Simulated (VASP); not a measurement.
Here is a VASP 6.6.1 calculation.

File INCAR:

```
SYSTEM = C19O
PREC = Accurate
ENCUT = 520
EDIFF = 1E-7
ISMEAR = 0
SIGMA = 0.02
LREAL = Auto
LASPH = .True.
NELM = 60
ALGO = Normal
ISIF = 2
LWAVE = .False.
LCHARG = .False.
GGA = PE
IVDW = 12
NBANDS = 57
```

The input KPOINTS:

```
Automatic mesh
0
Gamma
  2 2 1
  0 0 0
```

POSCAR

```
C19O
1.0
    7.3980000000      0.0000000000      0.0000000000
   -3.6990000000      6.4068560000      0.0000000000
    0.0000000000      0.0000000000     12.0000000000
C O
19 1
Direct
    0.0016570782      0.0008526803      0.0770672500
    0.2222452222      0.1112000956      0.0760572500
    0.0014670258      0.3321173443      0.0825503333
    0.2228313126      0.4429781159      0.0797586667
   -0.0004128969      0.6659514433      0.0770564167
    0.2244445952      0.7783866221      0.0751449167
    0.3346820129     -0.0011269178      0.0731897500
    0.5559691084      0.1094724152      0.0745387500
    0.3330230887      0.3326455285      0.0771091667
    0.5577952707      0.4449230637      0.0737500000
    0.3351191437      0.6677635645      0.0751383333
    0.5554436483      0.7780476102      0.0714278333
    0.6661977652     -0.0007626205      0.0750609167
    0.8909825533      0.1115255283      0.0799685000
    0.6684432602      0.3343060933      0.0766643333
    0.8889799521      0.4445311398      0.0800150833
    0.6679914806      0.6655187818      0.0706390000
    0.8893391491      0.7760911124      0.0735895833
    0.6387380395      0.6854049787      0.2960773333
    0.7336273328      0.6130300104      0.3268629167
```

Potentials or basis: VASP PAW PBE potentials, release 64 (C, O).

Command:

```sh
$ cat potpaw_PBE.64/C/POTCAR potpaw_PBE.64/O/POTCAR > POTCAR
$ mpirun -np 1 vasp_std > vasp.out
```

What does it give for the dispersion energy per atom?

-0.091 eV.

Estimate the band gap on the k mesh.

0.18 eV, direct.

Forces in eV/Å, atoms in the order of the input:
```
C   -0.007  0.007 -0.080
C    0.010 -0.005  0.040
C   -0.024 -0.003 -0.182
C    0.010  0.000 -0.102
C   -0.010  0.012 -0.058
C    0.010  0.007  0.057
C    0.000 -0.009  0.138
C    0.009 -0.002  0.097
C   -0.021  0.009 -0.077
C   -0.012  0.015 -0.083
C    0.008  0.001 -0.023
C   -0.008 -0.009 -0.007
C   -0.007 -0.003 -0.032
C    0.003  0.012 -0.143
C   -0.014 -0.001 -0.032
C   -0.010  0.002 -0.090
C   -0.011 -0.002  0.082
C    0.016  0.011 -0.042
C   -0.829  0.379  0.091
O    0.887 -0.419  0.446
```

Caveat: the k points lie up to 0.49 Å⁻¹ apart.
